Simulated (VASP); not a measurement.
A run of VASP 6.6.1 is set up as follows.

INCAR

```
  ALGO = Normal
  EDIFF = 1E-7
  ENCUT = 520
  GGA = PS
  ISIF = 2
  ISMEAR = 0
  LASPH = True
  LCHARG = False
  LREAL = False
  LWAVE = False
  NBANDS = 33
  NELM = 60
  PREC = Accurate
  SIGMA = 0.05
```

Contents of KPOINTS:

```
k-points
0
Gamma
  6 6 10
```

POSCAR

```
TiO2
1.0
    4.5912476203      0.0000000000      0.0000000000
    0.0000000000      4.5912476203      0.1434764881
    0.0000000000      0.0918435631      2.9389940195
Ti O
2 4
Direct
    0.0000000000      0.0000000000      0.0000000000
    0.5000000000      0.5000000000      0.5000000000
    0.3044387440      0.3044387440      0.0000000000
    0.1955612560      0.8044387440      0.5000000000
    0.6955612560      0.6955612560      0.0000000000
    0.8044387440      0.1955612560      0.5000000000
```

Potentials or basis: VASP PAW PBE potentials, release 64 (Ti_sv, O).

Run with:

```console
$ cat potpaw_PBE.64/Ti_sv/POTCAR potpaw_PBE.64/O/POTCAR > POTCAR
$ mpirun -np 1 vasp_std > vasp.out
```

**Question.** Estimate the pressure.

**Answer.** 1.6 GPa.

**Question.** Predict the band gap on the k mesh.

**Answer.** 1.81 eV (least direct gap 1.85 eV).

**Question.** Predict the largest force.

**Answer.** 0.374 eV/Å.

Forces on the atoms (eV/Å):
```
Ti   0.000  0.000  0.000
Ti   0.000  0.000  0.000
O   -0.066 -0.068  0.362
O    0.066 -0.068  0.362
O    0.066  0.068 -0.362
O   -0.066  0.068 -0.362
```

Caveat: the cell differs from its parent crystal (strain +0.0625 x Voigt [0, 0, 0, 1, 0, 0]); the PAW data sets were made with another functional, which shifts forces and pressure a little. A k mesh can miss the band edges.
